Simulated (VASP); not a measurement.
Input of a VASP 6.6.1 run:

The input INCAR:

```
ALGO = Normal ; DIPOL = 0.5 0.5 0.500
EDIFF = 1E-6 ; ENCUT = 400
GGA = PS ; GGA_COMPAT = F
IDIPOL = 3 ; ISIF = 2
ISMEAR = 1 ; LASPH = T
LCHARG = F ; LDIPOL = T
LREAL = F ; LWAVE = F
NBANDS = 33 ; NELM = 120
NELMDL = -8 ; PREC = Accurate
SIGMA = 0.02
```

KPOINTS

```
k-points
0
Gamma
  7 7 1
```

POSCAR

```
PdRh
1.0
    2.7584302894      0.0000000000      0.0000000000
   -1.3792151447      2.3888707052      0.0000000000
    0.0000000000      0.0000000000     14.7428694348
Pd Rh
2 2
Direct
    0.0000000000      0.0000000000      0.2713176032
    0.6666666667      0.3333333333      0.5762274656
    0.3333333333      0.6666666667      0.4237725344
    1.0000000000      1.0000000000      0.7286823968
```

Potentials or basis: VASP PAW PBE potentials, release 64 (Pd, Rh_pv).

The run is started by

```sh
$ cat potpaw_PBE.64/Pd/POTCAR potpaw_PBE.64/Rh_pv/POTCAR > POTCAR
$ mpirun -np 1 vasp_std > vasp.out
```

**Question.** What does it give for the largest force?

**Answer.** 0.785 eV/Å.

**Question.** Predict the band gap on the k mesh.

**Answer.** Zero (bands 25 and 26 overlap by 1.52 eV).

Forces in eV/Å, atoms in the order of the input:
```
Pd   0.000  0.000  0.446
Pd   0.000  0.000 -0.042
Rh   0.000  0.000  0.381
Rh   0.000  0.000 -0.785
```

Caveat: the k points lie up to 0.38 Å⁻¹ apart, too coarse for converged energies and pressures of a metal; the PAW data sets were made with another functional, which shifts forces and pressure a little.
